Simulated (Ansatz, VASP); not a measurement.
# Two plane-wave programs on HfO2

```
Hf O
1.0
     3.26829   -0.08387    0.05046
    -0.08387    3.76585   -0.10697
     0.07370   -0.15622    5.09718
Hf O
2 4
Direct
  0.48280 0.51175 0.49600
  0.00024 0.99509 0.00170
  0.99384 0.50512 0.69398
  0.50262 0.00165 0.81214
  0.51914 0.99035 0.30608
  0.00136 0.49602 0.19011
```

Change from the starting cell: all atoms moved at random (sigma 0.03 Å a component), cell strained at random (sigma 0.05).

Alike in both runs: task single point; functional PBE; k mesh 6 × 6 × 4; occupations gaussian, width 0.05 eV; no spin polarisation.

```csv
,VASP,Ansatz
version,VASP 6.6.1,Ansatz 0.2.0
potentials or method,"VASP PAW PBE potentials, release 64 (Hf_pv, O), cutoff 520 eV","scalar-relativistic, plane waves, PAW"
valence electrons in the cell,44,76
```

```tsv
	VASP	Ansatz	Ansatz less VASP
gap on the k mesh at the Fermi level (eV)	4.74	4.75	+0.010
least direct gap on the mesh (eV)	4.84	4.84	-0.003
pressure (GPa)	29.1	32.7	+3.58
traceless stress, the component that is largest in VASP (GPa)	25.77	26.02	+0.252
rms of the force components (eV/Å)	1.594	1.607	+0.0133
```

Atom by atom the forces differ by 0.036 eV/Å (rms over components). The pressures are high and differ by over a tenth, so treat them with care. VASP's potentials hold 44 valence electrons a cell and Ansatz's 76, so a difference there can come from the potentials and not from the codes.

Spin-orbit coupling is off throughout.
